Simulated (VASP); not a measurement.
# KTaO3 (Pm-3m) in VASP: a series of runs

The runs below take KTaO3 through single point, with PBEsol.

Program: VASP 6.6.1. These are calculated values, not measurements. Logs are shortened: lines on timing, memory, paths and dates and some standing lists are left out, and cuts for length are marked.

## Step 1: The cell of the first run

The structure is cubic, space group Pm-3m (No. 221). Conventional cell: a = 4.015 Å, b = 4.015 Å, c = 4.015 Å, α = 90.00°, β = 90.00°, γ = 90.00°. Ta (site symmetry m-3m) has 6 O at 2.01 Å within 2.7 Å. Within 3.7 Å of K (site symmetry m-3m) lie 12 O at 2.84 Å and 8 Ta at 3.48 Å. Within 2.7 Å of O (site symmetry 4/mmm) lie 2 Ta at 2.01 Å.

## Step 2: Single point, PBEsol (volume scaled by 1.02)

Input file INCAR:

```
SYSTEM = KTaO3
ALGO     = Normal         ! electronic algorithm
EDIFF    = 1E-6           ! SCF threshold, eV
ENCUT    = 520            ! plane-wave cutoff, eV
GGA      = PS             ! functional
ISIF     = 2              ! what is computed and relaxed
ISMEAR   = -1             ! smearing method
LASPH    = .TRUE.         ! aspherical terms in the spheres
LCHARG   = .FALSE.        ! write CHGCAR
LREAL    = .FALSE.        ! projectors in reciprocal space
LWAVE    = .FALSE.        ! write WAVECAR
NBANDS   = 27             ! bands
NELM     = 60             ! most SCF steps
PREC     = Accurate       ! precision mode
SIGMA    = 0.05           ! smearing width, eV
```

Input file KPOINTS:

```
k-points
0
G
  7 7 7
  0 0 0
```

Input file POSCAR:

```
KTaO3
1.0
    4.0147133525      0.0000000000      0.0000000000
    0.0000000000      4.0147133525      0.0000000000
    0.0000000000      0.0000000000      4.0147133525
Ta K O
1 1 3
Direct
    0.0000000000      0.0000000000      0.0000000000
    0.5000000000      0.5000000000      0.5000000000
    0.0000000000      0.0000000000      0.5000000000
    0.0000000000      0.5000000000      0.0000000000
    0.5000000000      0.0000000000      0.0000000000
```

Potentials or basis: VASP PAW PBE potentials, release 64 (Ta_pv, K_sv, O).

The run is started by

```sh
$ cat potpaw_PBE.64/Ta_pv/POTCAR potpaw_PBE.64/K_sv/POTCAR potpaw_PBE.64/O/POTCAR > POTCAR
$ mpirun -np 1 vasp_std > vasp.out
```

OUTCAR:

```text
SYSTEM = KTaO3
   EDIFF = 1E-6
   ENCUT = 520
   GGA = PS
   ISIF = 2
   ISMEAR = -1
   LASPH = .TRUE.
   LREAL = .FALSE.
   NELM = 60
   PREC = Accurate

 ion  position               nearest neighbor table
   1  0.000  0.000  0.000-   3 2.01   4 2.01   5 2.01   3 2.01   4 2.01   5 2.01   2 3.48   2 3.48
                             2 3.48   2 3.48   2 3.48   2 3.48   2 3.48   2 3.48
   2  0.500  0.500  0.500-   3 2.84   4 2.84   5 2.84   4 2.84   5 2.84   3 2.84   5 2.84   5 2.84
                             3 2.84   4 2.84   4 2.84   3 2.84   1 3.48   1 3.48   1 3.48   1 3.48
   3  0.000  0.000  0.500-   1 2.01   1 2.01   2 2.84   2 2.84   2 2.84   2 2.84
   4  0.000  0.500  0.000-   1 2.01   1 2.01   2 2.84   2 2.84   2 2.84   2 2.84
   5  0.500  0.000  0.000-   1 2.01   1 2.01   2 2.84   2 2.84   2 2.84   2 2.84

  LATTYP: Found a simple cubic cell.
 ALAT       =     4.0147133525

  Lattice vectors:

 A1 = (   4.0147133525,   0.0000000000,   0.0000000000)
 A2 = (   0.0000000000,   4.0147133525,   0.0000000000)
 A3 = (   0.0000000000,   0.0000000000,   4.0147133525)

Analysis of symmetry for initial positions (statically):
=====================================================================
 Subroutine PRICEL returns:
 Original cell was already a primitive cell.

 Routine SETGRP: Setting up the symmetry group for a
 simple cubic supercell.

 Subroutine GETGRP returns: Found 48 space group operations
 (whereof 48 operations were pure point group operations)
 out of a pool of 48 trial point group operations.

The static configuration has the point symmetry O_h .

Analysis of symmetry for dynamics (positions and initial velocities):
=====================================================================
 Subroutine PRICEL returns:
 Original cell was already a primitive cell.

 Routine SETGRP: Setting up the symmetry group for a
 simple cubic supercell.

 Subroutine GETGRP returns: Found 48 space group operations
 (whereof 48 operations were pure point group operations)
 out of a pool of 48 trial point group operations.

The dynamic configuration has the point symmetry O_h .

 Subroutine INISYM returns: Found 48 space group operations
 (whereof 48 operations are pure point group operations),
 and found     1 'primitive' translations

----------------------------------------------------------------------------------------

[... 93 lines left out ...]
   EDIFF  = 0.1E-05   stopping-criterion for ELM
   LREAL  =      F    real-space projection
   EDIFFG = 0.1E-04   stopping-criterion for IOM
   NSW    =      0    number of steps for IOM
   IBRION =     -1    ionic relax: 0-MD 1-quasi-New 2-CG
   NFREE  =      0    steps in history (QN), initial steepest desc. (CG)
   ISIF   =      2    stress and relaxation
   ISYM   =      2    0-nonsym 1-usesym 2-fastsym
   POTIM  = 0.5000    time-step for ionic-motion
   TEBEG  =    0.0;   TEEND  =   0.0 temperature during run
   PSTRESS=    0.0 pullay stress
   NELECT =      38.0000    total number of electrons
   NUPDOWN=      -1.0000    fix difference up-down
   EMIN   =  10.00;   EMAX   =-10.00  energy-range for DOS
   EFERMI =   0.00;   METHOD = LEGACY
   ISMEAR =    -1;   SIGMA  =   0.05  broadening in eV -4-tet -1-fermi 0-gaus
   EFERMI_NEDOS =   21; number of points for ismear=-14 and -15
   IALGO  =     38    algorithm
   IMIX   =      4    mixing-type and parameters
     AMIX     =   0.40;   BMIX     =  1.00
     AMIX_MAG =   1.60;   BMIX_MAG =  1.00
  volume/ion in A,a.u.               =      12.94        87.34
  Fermi-wavevector in a.u.,A,eV,Ry     =   1.370929  2.590679 25.571403  1.879445
  Thomas-Fermi vector in A             =   2.496671
   LORBIT       =      0    0 simple, 1 ext, 2 COOP (PROOUT), +10 PAW based schemes
   GGA     = PS    functional components
   LHFCALC =     F    Hartree Fock is set to
   AEXX    =    0.0000 exact exchange contribution
   IVDW    =     0    specifies the selected vdW correction
   LEPSILON=     F    determine dielectric tensor
   LRPA    =     F    only Hartree local field effects (RPA)
 non-spin polarized calculation
  energy-cutoff  :      520.00
  volume of cell :       64.71
 maximum number of plane-waves:      1763
 NGX is ok and might be reduce to    30
   NGX = 15   NGY = 15   NGZ = 15

 number of electron      37.9999978 magnetization

 Free energy of the ion-electron system (eV)
  ---------------------------------------------------
  ext. energy  EPLUGINS =         0.00000000
  ---------------------------------------------------
  free energy    TOTEN  =       -42.90917522 eV

  energy without entropy =      -42.90917522  energy(sigma->0) =      -42.90917522

 E-fermi :   2.5409     XC(G=0): -11.0351

 val. band max:        1.4710373530   @ k =   0.4286   0.4286   0.4286
 cond. band min:       3.5723615117   @ k =   0.0000   0.0000   0.0000
 fundamental gap:      2.1013241587
 Fermi energy:         2.5409492526

 k-point     1 :       0.0000    0.0000    0.0000
  band No.  band energies     occupation
      1     -32.6234      2.00000
      2     -32.6234      2.00000
      3     -32.6234      2.00000
      4     -25.6056      2.00000
      5     -15.8838      2.00000
      6     -15.1634      2.00000
[... 589 lines left out ...]
     26      12.2852      0.00000
     27      13.4257      0.00000

------------------------ aborting loop because EDIFF is reached ----------------------------------------

  FORCE on cell =-STRESS in cart. coord.  units (eV):
  Direction    XX          YY          ZZ          XY          YZ          ZX
  --------------------------------------------------------------------------------------
  -------------------------------------------------------------------------------------
  Total       -1.4553897     -1.4553897     -1.4553897      0.0000000     -0.0000000      0.0000000
  in kB      -36.0351439    -36.0351439    -36.0351439      0.0000000     -0.0000000      0.0000000
  external PRESSURE =     -36.0351439 kB  Pullay stress =       0.0000000 kB

 VOLUME and BASIS-vectors are now :
 -----------------------------------------------------------------------------
  energy-cutoff  :      520.00
  volume of cell :       64.71
      direct lattice vectors                 reciprocal lattice vectors
     4.014713353  0.000000000  0.000000000     0.249083786  0.000000000  0.000000000
     0.000000000  4.014713353  0.000000000     0.000000000  0.249083786  0.000000000
     0.000000000  0.000000000  4.014713353     0.000000000  0.000000000  0.249083786

 POSITION                                       TOTAL-FORCE (eV/Angst)
 -----------------------------------------------------------------------------------
      0.00000      0.00000      0.00000         0.000000      0.000000      0.000000
      2.00736      2.00736      2.00736         0.000000      0.000000      0.000000
      0.00000      0.00000      2.00736         0.000000      0.000000      0.000000
      0.00000      2.00736      0.00000         0.000000      0.000000      0.000000
      2.00736      0.00000      0.00000         0.000000      0.000000      0.000000
 -----------------------------------------------------------------------------------
    total drift:                                0.000000     -0.000000      0.000000

  FREE ENERGIE OF THE ION-ELECTRON SYSTEM (eV)
  ---------------------------------------------------
  free  energy   TOTEN  =       -42.9091752213 eV

  energy  without entropy=      -42.9091752211  energy(sigma->0) =      -42.90917522
```

stdout:

```text
POSCAR found type information on POSCAR TaK O
 POSCAR found :  3 types and       5 ions
 scaLAPACK will be used
 -----------------------------------------------------------------------------
|                                                                             |
|                                                                             |
|     You enforced a specific xc type in the INCAR file but a different       |
|     I HOPE YOU KNOW WHAT YOU ARE DOING!                                     |
|                                                                             |
 -----------------------------------------------------------------------------

 LDA part: xc-table for (Slater+PW92), standard interpolation
 POSCAR, INCAR and KPOINTS ok, starting setup
 FFT: planning ... GRIDC
 FFT: planning ... GRID_SOFT
 FFT: planning ... GRID
 WAVECAR not read
 entering main loop
```

Run time: 50 s. Hardware: 1 thread of AMD EPYC 7R13, shared host; peak memory 0.16 GiB.

What came out:

- Free energy: -42.9092 eV
- Pressure: -3.6 GPa
- Band gap on the k mesh: 2.10 eV, indirect (least direct gap 2.67 eV)

Levels at points of the mesh, in eV from the valence-band top:
```csv
k point,band 16,band 17,band 18,band 19,band 20,band 21,band 22,band 23
"(0.00, 0.00, 0.00)",-0.99,-0.57,-0.57,-0.57,2.10,2.10,2.10,6.35
```

Caveat: the PAW data sets were made with another functional, which shifts forces and pressure a little; spin-orbit coupling is left out, which moves the levels of the heavy elements.

[end of part 1 of 2]
